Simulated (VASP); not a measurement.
Set up this calculation in VASP 6.6.1, as the native input.

- Task: electric field gradients
- Functional: LDA
- Potentials or basis: VASP PAW LDA potentials, release 64 (Pb_d)
- Cutoff: 520 eV
- k mesh: 8 × 8 × 8
- Occupations: fermi-dirac, width 0.05 eV
- Spin: no spin polarisation
- Dipole correction: no
- Further INCAR settings: ALGO = Normal; EDIFF = 1e-08; NBANDS = 21

The structure of Pb lies in POSCAR:

```
Pb
1.0
   -0.0687800011      3.4046100549      3.4046100549
    3.4046100549     -0.0687800011      3.4046100549
    3.4046100549      3.4046100549     -0.0687800011
Pb
2
Direct
    0.0000000000      0.0000000000      0.0000000000
    0.2500000000      0.2500000000      0.2500000000
```

This cell differs from its parent crystal: equal xy, yz and zx shear strains of -2 %.

The input as run:

INCAR

```
PREC = Accurate
ENCUT = 520
EDIFF = 1E-8
ISMEAR = -1
SIGMA = 0.05
LREAL = False
LASPH = True
NELM = 60
ALGO = Normal
ISIF = 2
LWAVE = False
LCHARG = False
GGA = CA
LEFG = True
NBANDS = 21
```

KPOINTS

```
regular mesh
0
Gamma
  8 8 8
```

Potentials or basis: VASP PAW LDA potentials, release 64 (Pb_d).

Launch:

```sh
$ cat potpaw_LDA.64/Pb_d/POTCAR > POTCAR
$ mpirun -np 1 vasp_std > vasp.out
```

It gave:

```yaml
Pressure: -0.7 GPa
Largest_force: 0.243 eV/Å
Band_gap_on_the_k_mesh: zero (band 14 reaches 4.45 eV, above the bottom of band 15 at 3.19 eV)
```

Caveat: the cell differs from its parent crystal (equal xy, yz and zx shear strains of -2 %); without QUAD_EFG the Cq values of the log hold for a quadrupole moment of 1 mb, not for the nuclei; spin-orbit coupling is left out, which moves the levels of the heavy elements.

It took 30 s on 1 thread of Intel(R) Xeon(R) 6975P-C (Granite Rapids), on a shared host, peak memory 0.22 GiB.
